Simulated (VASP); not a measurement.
Crystal: BiRh.

```
Bi Rh
1.0
     4.09400    0.00000    0.00000
    -2.04700    3.54551    0.00000
     0.00000    0.00000    5.66300
Bi Rh
2 2
Direct
  0.33333 0.66667 0.25000
  0.66667 0.33333 0.75000
  0.00000 0.00000 0.00000
  0.00000 0.00000 0.50000
```

```yaml
Program: VASP 6.6.1
Task: relaxation of cell and atoms
Functional: LDA
Potentials_or_basis: VASP PAW LDA potentials, release 64 (Bi_d, Rh_pv)
Cutoff: 600 eV
k_mesh: 12 × 12 × 8
Occupations: gaussian, width 0.1 eV
Spin: no spin polarisation
```

At the start: pressure -2.4 GPa; volume 20.55 Å³/atom.

Question: Where does the relaxation end?

Answer: Over 11 steps the energy falls by 2.9 meV/atom and the volume is 20.21 Å³/atom (-1.7 %); space group P6_3/mmc (No. 194, to 0.1 Å) before and after.

The path:
| step | energy change (eV) | largest force (eV/Å) | pressure (GPa) | volume (Å³) |
| --- | --- | --- | --- | --- |
| 1 | 0.0000 | 0.0000 | -2.37 | 82.20 |
| 2 | 0.0165 | 0.0000 | 4.26 | 78.64 |
| 3 | -0.0111 | 0.0000 | 0.04 | 80.79 |
| 4 | -0.0111 | 0.0000 | 0.12 | 80.76 |
| 5 | -0.0117 | 0.0000 | 0.07 | 80.79 |
| 6 | -0.0117 | 0.0000 | 0.05 | 80.81 |
| 7 | -0.0116 | 0.0000 | 0.03 | 80.83 |
| 8 | -0.0117 | 0.0000 | 0.05 | 80.81 |
| 9 | -0.0117 | 0.0000 | 0.05 | 80.81 |
| 10 | -0.0117 | 0.0000 | -0.05 | 80.87 |
| 11 | -0.0117 | 0.0000 | 0.02 | 80.84 |

Final structure:
```
Bi Rh
1.0
     4.08217    0.00000    0.00000
    -2.04109    3.53527    0.00000
     0.00000    0.00000    5.60138
Bi Rh
2 2
Direct
  0.33333 0.66667 0.25000
  0.66667 0.33333 0.75000
  0.00000 0.00000 0.00000
  0.00000 0.00000 0.50000
```
